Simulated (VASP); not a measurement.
A run of VASP 6.6.1 is set up as follows.

The input INCAR:

```
SYSTEM = ZnSe
PREC = Accurate
ENCUT = 520
EDIFF = 1E-6
ISMEAR = 0
SIGMA = 0.05
LREAL = .False.
LASPH = .True.
NELM = 60
ALGO = Normal
ISIF = 2
LWAVE = .False.
LCHARG = .False.
GGA = PE
NBANDS = 16
```

The input KPOINTS:

```
regular mesh
0
Gamma
  10 10 10
  0 0 0
```

The input POSCAR:

```
ZnSe
1.0
    0.0000000000      2.5533731162      3.6104695863
    2.5533731162      0.0000000000      3.6104695863
    2.5533731162      2.5533731162      0.0000000000
Zn Se
1 1
Direct
    0.0000000000      0.0000000000      0.0000000000
    0.7500000000      0.7500000000      0.7500000000
```

Potentials or basis: VASP PAW PBE potentials, release 64 (Zn, Se).

The run is started by

```console
$ cat potpaw_PBE.64/Zn/POTCAR potpaw_PBE.64/Se/POTCAR > POTCAR
$ mpirun -np 1 vasp_std > vasp.out
```

(1) Estimate the band gap on the k mesh.

(2) Estimate the pressure.

Results:

(1) zero (band 9 reaches 2.05 eV, above the bottom of band 10 at 2.00 eV).

(2) -1.0 GPa.
